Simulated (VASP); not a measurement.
# Te2Mo in VASP: settings compared, part 2 of 2

VASP 6.6.1. The steps go on from the part before.

## 3. Single point, RPBE+D3(BJ)

This run uses another cell than the first one, of 18.85 Å³/atom.

INCAR reads:

```
PREC = Accurate
ENCUT = 520
EDIFF = 1E-6
ISMEAR = -1
SIGMA = 0.05
LREAL = False
LASPH = True
NELM = 80
ALGO = Fast
ISIF = 2
LWAVE = False
LCHARG = True
GGA = RP
IVDW = 12
LELF = True
LVHAR = True
NBANDS = 64
```

KPOINTS reads:

```
Automatic mesh
0
Gamma
  4 8 2
```

POSCAR reads:

```
Te2Mo
1.0
    5.9402271117      0.0000000000     -0.2446608292
    0.0000000000      3.1458722221      0.0000000000
   -1.0866005691      0.0000000000     12.1511788643
Te Mo
8 4
Direct
    0.0295036166      0.5000000000      0.3806981354
    0.9704950514      0.0000000000      0.6193011235
    0.5365609678      0.0000000000      0.3305208006
    0.4634371211      0.5000000000      0.6694786584
    0.1005684995      0.0000000000      0.1709586720
    0.8994329581      0.5000000000      0.8290414633
    0.6036236868      0.5000000000      0.1189031999
    0.3963773628      0.0000000000      0.8810972874
    0.3155366731      0.0000000000      0.5045386744
    0.6844617486      0.5000000000      0.4954607119
    0.1884701870      0.5000000000      0.0110115312
    0.8115311172      0.0000000000      0.9889887320
```

Potentials or basis: VASP PAW PBE potentials, release 64 (Te, Mo_sv).

On the command line:

```
cat potpaw_PBE.64/Te/POTCAR potpaw_PBE.64/Mo_sv/POTCAR > POTCAR
mpirun -np 1 vasp_std > vasp.out
```

OUTCAR:

```text
PREC = Accurate
   ENCUT = 520
   EDIFF = 1E-6
   ISMEAR = -1
   LREAL = False
   LASPH = True
   NELM = 80
   ISIF = 2
   GGA = RP
   IVDW = 12
 IVDW          = 12

 ion  position               nearest neighbor table
   1  0.030  0.500  0.381-  10 2.63   9 2.64   9 2.64   5 3.08   5 3.08   3 3.31   3 3.31   2 3.37
                             2 3.37   3 3.52   3 3.52
   2  0.970  0.000  0.619-   9 2.63  10 2.64  10 2.64   6 3.08   6 3.08   4 3.31   4 3.31   1 3.37
                             1 3.37   4 3.52   4 3.52
   3  0.537  0.000  0.331-  10 2.61  10 2.61   9 2.64   5 3.03   7 3.09   7 3.09   1 3.31   1 3.31
                             1 3.52   1 3.52
   4  0.463  0.500  0.669-   9 2.61   9 2.61  10 2.64   6 3.03   8 3.09   8 3.09   2 3.31   2 3.31
                             2 3.52   2 3.52
   5  0.101  0.000  0.171-  11 2.61  11 2.61  12 2.62   3 3.03   1 3.08   1 3.08   7 3.33   7 3.33
                             7 3.51   7 3.51
   6  0.899  0.500  0.829-  12 2.61  12 2.61  11 2.62   4 3.03   2 3.08   2 3.08   8 3.33   8 3.33
                             8 3.51   8 3.51
   7  0.604  0.500  0.119-  11 2.64  12 2.65  12 2.65   3 3.09   3 3.09   5 3.33   5 3.33   8 3.39
                             8 3.39   5 3.51   5 3.51
[... 1837 lines left out ...]

 Edisp (eV)  -45.18612

 E8    (eV) :   -30.4350

  FORCE on cell =-STRESS in cart. coord.  units (eV):
  Direction    XX          YY          ZZ          XY          YZ          ZX
  --------------------------------------------------------------------------------------
  -------------------------------------------------------------------------------------
  Total      -0.16492    -0.23211    -0.35152     0.00000     0.00000     0.02929
  in kB      -1.16793    -1.64376    -2.48942     0.00000     0.00000     0.20743
  external pressure =       -1.77 kB  Pullay stress =        0.00 kB

 VOLUME and BASIS-vectors are now :
 -----------------------------------------------------------------------------
  energy-cutoff  :      520.00
  volume of cell :      226.24
      direct lattice vectors                 reciprocal lattice vectors
     5.940227112  0.000000000 -0.244660829     0.168966050  0.000000000  0.015109530
     0.000000000  3.145872222  0.000000000     0.000000000  0.317876865  0.000000000
    -1.086600569  0.000000000 12.151178864     0.003402088  0.000000000  0.082600768

 POSITION                                       TOTAL-FORCE (eV/Angst)
 -----------------------------------------------------------------------------------
     -0.23841      1.57294      4.61871        -0.001330      0.000000     -0.003447
      5.09203      0.00000      7.28780         0.001330      0.000000      0.003447
      2.82815      0.00000      3.88494         0.000213      0.000000     -0.000862
      2.02547      1.57294      8.02157        -0.000213      0.000000      0.000862
      0.41164      0.00000      2.05274        -0.006286      0.000000     -0.001378
      4.44200      1.57294      9.85378         0.006286      0.000000      0.001378
      3.45646      1.57294      1.29713        -0.000761      0.000000      0.002223
      1.39717      0.00000     10.60939         0.000761      0.000000     -0.002223
      1.32613      0.00000      6.05354        -0.028991      0.000000      0.003121
      3.52749      1.57294      5.85297         0.028991      0.000000     -0.003121
      1.10759      1.57294      0.08769         0.027420      0.000000      0.000213
      3.74604      0.00000     11.81883        -0.027420      0.000000     -0.000213
 -----------------------------------------------------------------------------------
    total drift:                                0.037404      0.000000      0.025509

  FREE ENERGIE OF THE ION-ELECTRON SYSTEM (eV)
  ---------------------------------------------------
  free  energy   TOTEN  =      -103.9557516993 eV

  energy  without entropy=     -103.9207169298  energy(sigma->0) =     -103.93823431
```

OSZICAR:

```text
N       E                     dE             d eps       ncg     rms          rms(c)
DAV:   1     0.960925094309E+03    0.96093E+03   -0.54303E+04  4184   0.151E+03
DAV:   2    -0.279219467828E+01   -0.96372E+03   -0.93908E+03  4520   0.383E+02
DAV:   3    -0.593845069725E+02   -0.56592E+02   -0.55029E+02  4672   0.818E+01
DAV:   4    -0.610719821621E+02   -0.16875E+01   -0.16724E+01  4624   0.133E+01
DAV:   5    -0.611109182750E+02   -0.38936E-01   -0.38902E-01  4736   0.213E+00    0.436E+01
RMM:   6    -0.591196668208E+02    0.19913E+01   -0.43911E+00  3973   0.594E+00    0.238E+01
RMM:   7    -0.590115607352E+02    0.10811E+00   -0.39987E+00  3969   0.800E+00    0.487E+00
RMM:   8    -0.587950501078E+02    0.21651E+00   -0.83461E-01  4280   0.342E+00    0.260E+00
RMM:   9    -0.588219068480E+02   -0.26857E-01   -0.28586E-01  4722   0.148E+00    0.190E+00
RMM:  10    -0.587693137263E+02    0.52593E-01   -0.66406E-02  4318   0.879E-01    0.534E-01
RMM:  11    -0.587697008854E+02   -0.38716E-03   -0.21285E-02  4624   0.448E-01    0.298E-01
RMM:  12    -0.587696615372E+02    0.39348E-04   -0.39538E-03  4935   0.198E-01    0.136E-01
RMM:  13    -0.587696299908E+02    0.31546E-04   -0.11363E-03  4947   0.944E-02    0.907E-02
RMM:  14    -0.587696445440E+02   -0.14553E-04   -0.22111E-04  4955   0.446E-02    0.641E-02
RMM:  15    -0.587696271801E+02    0.17364E-04   -0.66005E-05  4697   0.252E-02    0.196E-02
RMM:  16    -0.587696282697E+02   -0.10897E-05   -0.19132E-05  4570   0.118E-02    0.178E-02
RMM:  17    -0.587696280115E+02    0.25816E-06   -0.24482E-06  3204   0.481E-03
   1 F= -.10395575E+03 E0= -.10393823E+03  d E =-.350348E-01
```

stdout:

```text
POSCAR found type information on POSCAR TeMo
 POSCAR found :  2 types and      12 ions
 scaLAPACK will be used
 -----------------------------------------------------------------------------
|                                                                             |
|                                                                             |
|     You enforced a specific xc type in the INCAR file but a different       |
|     I HOPE YOU KNOW WHAT YOU ARE DOING!                                     |
|                                                                             |
 -----------------------------------------------------------------------------

 LDA part: xc-table for (Slater+PW92), standard interpolation
 POSCAR, INCAR and KPOINTS ok, starting setup
 FFT: planning ... GRIDC
 FFT: planning ... GRID_SOFT
 FFT: planning ... GRID
 WAVECAR not read
 entering main loop
```

Wall time 10 min (1 thread of Oxide Virtual Turin-like, shared host); peak memory 0.49 GiB.

What came out:

```
Free energy                : -103.9558 eV
Pressure                   : -0.2 GPa
Largest force              : 0.029 eV/Å
Band gap on the k mesh     : zero (bands 52 and 53 overlap by 0.98 eV)
Dispersion energy per atom : -3.766 eV
```

Forces in eV/Å, atoms in the order of the input:
```
Te  -0.001  0.000 -0.003
Te   0.001  0.000  0.003
Te   0.000  0.000 -0.001
Te   0.000  0.000  0.001
Te  -0.006  0.000 -0.001
Te   0.006  0.000  0.001
Te  -0.001  0.000  0.002
Te   0.001  0.000 -0.002
Mo  -0.029  0.000  0.003
Mo   0.029  0.000 -0.003
Mo   0.027  0.000  0.000
Mo  -0.027  0.000  0.000
```

Levels at points of the mesh, in eV from the Fermi level:
| k point | band 50 | band 51 | band 52 | band 53 | band 54 | band 55 |
| --- | --- | --- | --- | --- | --- | --- |
| (0.00, 0.00, 0.00) | -0.10 | 0.32 | 0.65 | 0.88 | 1.19 | 1.24 |
| (0.50, 0.00, 0.00) | -0.52 | -0.46 | -0.45 | -0.31 | -0.08 | 1.35 |
| (0.00, 0.50, 0.00) | -1.73 | -1.66 | -1.66 | 0.59 | 0.59 | 1.17 |
| (0.50, 0.50, 0.00) | -1.64 | -1.34 | -1.34 | 0.72 | 0.72 | 1.37 |
| (0.00, 0.00, 0.50) | 0.23 | 0.36 | 0.46 | 0.54 | 0.80 | 1.44 |
| (0.50, 0.00, 0.50) | -0.72 | -0.42 | -0.26 | -0.13 | 0.36 | 1.05 |
| (0.00, 0.50, 0.50) | -2.18 | -1.27 | -1.27 | 0.24 | 0.24 | 1.24 |
| (0.50, 0.50, 0.50) | -1.52 | -1.23 | -1.22 | 0.71 | 0.71 | 1.15 |

Caveat: the dispersion term is far too large for a dense solid, which distorts pressure and volume; the PAW data sets were made with another functional, which shifts forces and pressure a little; spin-orbit coupling is left out, which moves the levels of the heavy elements.

## 4. Single point, BLYP+D3(BJ)

This run uses another cell than the first one, of 24.46 Å³/atom.

INCAR reads:

```
SYSTEM = Te2Mo
  AGGAC = 1.0
  AGGAX = 1.0
  ALDAC = 0.0
  ALDAX = 1.0
  ALGO = Fast
  EDIFF = 1E-7
  ENCUT = 520
  GGA = B5
  ISIF = 2
  ISMEAR = -1
  IVDW = 12
  LASPH = .TRUE.
  LCHARG = .FALSE.
  LREAL = .FALSE.
  LWAVE = .FALSE.
  NBANDS = 64
  NELM = 100
  PREC = Accurate
  SIGMA = 0.05
  VDW_A1 = 0.4298
  VDW_A2 = 4.2359
  VDW_S6 = 1.0
  VDW_S8 = 2.6996
```

KPOINTS reads:

```
k-points
0
G
  4 8 2
  0 0 0
```

POSCAR reads:

```
Te2Mo
1.0
    6.3413921161      0.0000000000     -0.0907787432
    0.0000000000      3.5254403770      0.0000000000
   -0.7610883471      0.0000000000     13.1390377893
Te Mo
8 4
Direct
    0.0553820939      0.5000000000      0.3906079607
    0.9446567438      0.0000000000      0.6093929811
    0.5603787312      0.0000000000      0.3436508426
    0.4396634317      0.5000000000      0.6563514132
    0.0988528720      0.0000000000      0.1569645052
    0.9011054434      0.5000000000      0.8430327603
    0.5907941776      0.5000000000      0.1088881429
    0.4091686250      0.0000000000      0.8911109359
    0.3198412743      0.0000000000      0.5063208846
    0.6801969665      0.5000000000      0.4936803201
    0.1827770459      0.5000000000      0.0080453966
    0.8171815846      0.0000000000      0.9919528468
```

Potentials or basis: VASP PAW PBE potentials, release 64 (Te, Mo_sv).

On the command line:

```
cat potpaw_PBE.64/Te/POTCAR potpaw_PBE.64/Mo_sv/POTCAR > POTCAR
mpirun -np 1 vasp_std > vasp.out
```

OUTCAR:

```text
SYSTEM = Te2Mo
   EDIFF = 1E-7
   ENCUT = 520
   GGA = B5
   ISIF = 2
   ISMEAR = -1
   IVDW = 12
   LASPH = .TRUE.
   LREAL = .FALSE.
   NELM = 100
   PREC = Accurate
 IVDW          = 12

 ion  position               nearest neighbor table
   1  0.055  0.500  0.391-   9 2.81   9 2.81  10 2.82   2 3.49   2 3.49   5 3.57   5 3.57   3 3.61
                             3 3.61
   2  0.945  0.000  0.609-  10 2.81  10 2.81   9 2.82   1 3.49   1 3.49   6 3.57   6 3.57   4 3.61
                             4 3.61
[... 1861 lines left out ...]
 -----------------------------------------------------------------------------
  energy-cutoff  :      520.00
  volume of cell :      293.50
      direct lattice vectors                 reciprocal lattice vectors
     6.341392116  0.000000000 -0.090778743     0.157824953  0.000000000  0.009142125
     0.000000000  3.525440377  0.000000000     0.000000000  0.283652507  0.000000000
    -0.761088347  0.000000000 13.139037789     0.001090426  0.000000000  0.076172238

 POSITION                                       TOTAL-FORCE (eV/Angst)
 -----------------------------------------------------------------------------------
      0.05391      1.76272      5.12719        -0.004407      0.000000     -0.032445
      5.52664      0.00000      7.92108         0.004510      0.000000      0.032578
      3.29203      0.00000      4.46437        -0.002493      0.000000     -0.057458
      2.28854      1.76272      8.58391         0.002153      0.000000      0.057178
      0.50740      0.00000      2.05339        -0.003129      0.000000      0.057155
      5.07264      1.76272     10.99484         0.003420      0.000000     -0.056920
      3.66358      1.76272      1.37705        -0.003876      0.000000      0.031477
      1.91648      0.00000     11.67120         0.003611      0.000000     -0.031533
      1.64288      0.00000      6.62353        -0.021863      0.000000     -0.009444
      3.93766      1.76272      6.42474         0.021978      0.000000      0.009533
      1.15294      1.76272      0.08912         0.023061      0.000000     -0.007014
      4.42711      0.00000     12.95912        -0.022965      0.000000      0.006893
 -----------------------------------------------------------------------------------
    total drift:                                0.000003      0.000000     -0.000001

  FREE ENERGIE OF THE ION-ELECTRON SYSTEM (eV)
  ---------------------------------------------------
  free  energy   TOTEN  =       -75.1239337088 eV

  energy  without entropy=      -75.0890078661  energy(sigma->0) =      -75.10647079
```

stdout:

```text
POSCAR found type information on POSCAR TeMo
 POSCAR found :  2 types and      12 ions
 scaLAPACK will be used
 -----------------------------------------------------------------------------
|                                                                             |
|                                                                             |
|     You enforced a specific xc type in the INCAR file but a different       |
|     I HOPE YOU KNOW WHAT YOU ARE DOING!                                     |
|                                                                             |
 -----------------------------------------------------------------------------

 LDA part: xc-table for (Slater(with rela. corr.)+VWN5), standard interpolation
 POSCAR, INCAR and KPOINTS ok, starting setup
 FFT: planning ... GRIDC
 FFT: planning ... GRID_SOFT
 FFT: planning ... GRID
 WAVECAR not read
 entering main loop
```

Wall time 13 min (1 thread of Oxide Virtual Turin-like, shared host); peak memory 0.57 GiB.

Results:

```
Free energy                : -75.1239 eV
Pressure                   : 0.4 GPa
Largest force              : 0.058 eV/Å
Band gap on the k mesh     : zero (bands 52 and 53 overlap by 0.55 eV)
Dispersion energy per atom : -1.284 eV
```

Forces on the atoms (eV/Å):
```
Te  -0.004  0.000 -0.032
Te   0.005  0.000  0.033
Te  -0.002  0.000 -0.057
Te   0.002  0.000  0.057
Te  -0.003  0.000  0.057
Te   0.003  0.000 -0.057
Te  -0.004  0.000  0.031
Te   0.004  0.000 -0.032
Mo  -0.022  0.000 -0.009
Mo   0.022  0.000  0.010
Mo   0.023  0.000 -0.007
Mo  -0.023  0.000  0.007
```

Caveat: the dispersion term is far too large for a dense solid, which distorts pressure and volume; the PAW data sets were made with another functional, which shifts forces and pressure a little; spin-orbit coupling is left out, which moves the levels of the heavy elements.

## 5. Single point, BLYP+D4

This run uses another cell than the first one, of 25.22 Å³/atom.

INCAR reads:

```
SYSTEM = Te2Mo
PREC = Accurate
ENCUT = 520
EDIFF = 1E-6
ISMEAR = -1
SIGMA = 0.05
LREAL = .FALSE.
LASPH = .TRUE.
NELM = 60
ALGO = Fast
ISIF = 2
LWAVE = .FALSE.
LCHARG = .TRUE.
GGA = B5
ALDAX = 1.0
AGGAX = 1.0
AGGAC = 1.0
ALDAC = 0.0
IVDW = 13
VDW_S6 = 1.0
VDW_S8 = 2.34076671
VDW_A1 = 0.44488865
VDW_A2 = 4.0933009
LELF = .TRUE.
LVHAR = .TRUE.
NBANDS = 64
```

KPOINTS reads:

```
Automatic mesh
0
G
  4 8 2
  0 0 0
```

POSCAR reads:

```
Te2Mo
1.0
    6.3750897542      0.0000000000     -0.0486832856
    0.0000000000      3.5513924040      0.0000000000
   -0.6654638675      0.0000000000     13.3722416676
Te Mo
8 4
Direct
    0.0597631643      0.5000000000      0.3924412338
    0.9401309937      0.0000000000      0.6075543035
    0.5641647573      0.0000000000      0.3462593282
    0.4357355598      0.5000000000      0.6537425846
    0.0956473623      0.0000000000      0.1541854242
    0.9044502657      0.5000000000      0.8458134314
    0.5876323506      0.5000000000      0.1071897137
    0.4124743181      0.0000000000      0.8928123421
    0.3199956944      0.0000000000      0.5065935591
    0.6798979062      0.5000000000      0.4934070595
    0.1820502572      0.5000000000      0.0077446585
    0.8180563606      0.0000000000      0.9922553514
```

On the command line:

```
cat potpaw_PBE.64/Te/POTCAR potpaw_PBE.64/Mo_sv/POTCAR > POTCAR
mpirun -np 1 vasp_std > vasp.out
```

Run time: 17 min. Hardware: 1 thread of Oxide Virtual Turin-like, shared host; peak memory 0.59 GiB.

It converged, with:

```
Free energy                : -72.7935 eV
Pressure                   : 0.3 GPa
Largest force              : 0.053 eV/Å
Band gap on the k mesh     : zero (bands 52 and 53 overlap by 0.47 eV)
Dispersion energy per atom : -1.055 eV
```

Forces in eV/Å, atoms in the order of the input:
```
Te  -0.006  0.000 -0.030
Te   0.006  0.000  0.030
Te  -0.002  0.000 -0.053
Te   0.002  0.000  0.053
Te  -0.004  0.000  0.051
Te   0.004  0.000 -0.051
Te  -0.004  0.000  0.030
Te   0.004  0.000 -0.030
Mo  -0.023  0.000 -0.013
Mo   0.023  0.000  0.013
Mo   0.022  0.000 -0.010
Mo  -0.022  0.000  0.009
```

Levels at points of the mesh, in eV from the Fermi level:
| k point | band 50 | band 51 | band 52 | band 53 | band 54 | band 55 |
| --- | --- | --- | --- | --- | --- | --- |
| (0.00, 0.00, 0.00) | -0.35 | -0.12 | 0.34 | 0.41 | 0.54 | 0.70 |
| (0.50, 0.00, 0.00) | -1.01 | -0.50 | -0.46 | -0.02 | 0.01 | 0.52 |
| (0.00, 0.50, 0.00) | -1.57 | -1.36 | -1.36 | 0.86 | 0.86 | 0.95 |
| (0.50, 0.50, 0.00) | -1.08 | -1.00 | -1.00 | 0.79 | 0.79 | 0.84 |
| (0.00, 0.00, 0.50) | -0.28 | 0.10 | 0.16 | 0.44 | 0.52 | 0.61 |
| (0.50, 0.00, 0.50) | -1.03 | -0.55 | -0.32 | 0.05 | 0.06 | 0.46 |
| (0.00, 0.50, 0.50) | -1.55 | -1.46 | -1.46 | 0.85 | 0.85 | 0.92 |
| (0.50, 0.50, 0.50) | -1.07 | -1.00 | -1.00 | 0.80 | 0.80 | 0.81 |

Caveat: the dispersion term is far too large for a dense solid, which distorts pressure and volume; the PAW data sets were made with another functional, which shifts forces and pressure a little; spin-orbit coupling is left out, which moves the levels of the heavy elements.

## 6. Summary

| level | cell | k mesh | gap on the mesh (eV) | pressure (GPa) | largest force (eV/Å) |
| --- | --- | --- | --- | --- | --- |
| PBEsol | a = 6.314, b = 3.430, c = 13.913 Å, angles 90.0, 94.0, 90.0°, 12 atoms, atomic positions A | 3 × 6 × 2 | none | 0.1 | 0.04 |
| RPBE+D3(BJ) | a = 5.945, b = 3.146, c = 12.200 Å, angles 90.0, 97.5, 90.0°, 12 atoms, atomic positions B | 4 × 8 × 2 | none | -0.2 | 0.03 |
| BLYP+D3(BJ) | a = 6.342, b = 3.525, c = 13.161 Å, angles 90.0, 94.1, 90.0°, 12 atoms, atomic positions C | 4 × 8 × 2 | none | 0.4 | 0.06 |
| BLYP+D4 | a = 6.375, b = 3.551, c = 13.389 Å, angles 90.0, 93.3, 90.0°, 12 atoms, atomic positions D | 4 × 8 × 2 | none | 0.3 | 0.05 |

Alike in all rows: task single point; potentials or basis VASP PAW PBE potentials, release 64 (Te, Mo_sv); no spin polarisation; cutoff (eV) 520; smearing fermi-dirac 0.05 eV.

Caveats: the PAW data sets were made with another functional, which shifts forces and pressure a little; spin-orbit coupling is left out, which moves the levels of the heavy elements; the dispersion term is far too large for a dense solid, which distorts pressure and volume (at least some runs).

Total energies depend on the potentials used, so only differences within one code and one set of settings carry meaning.
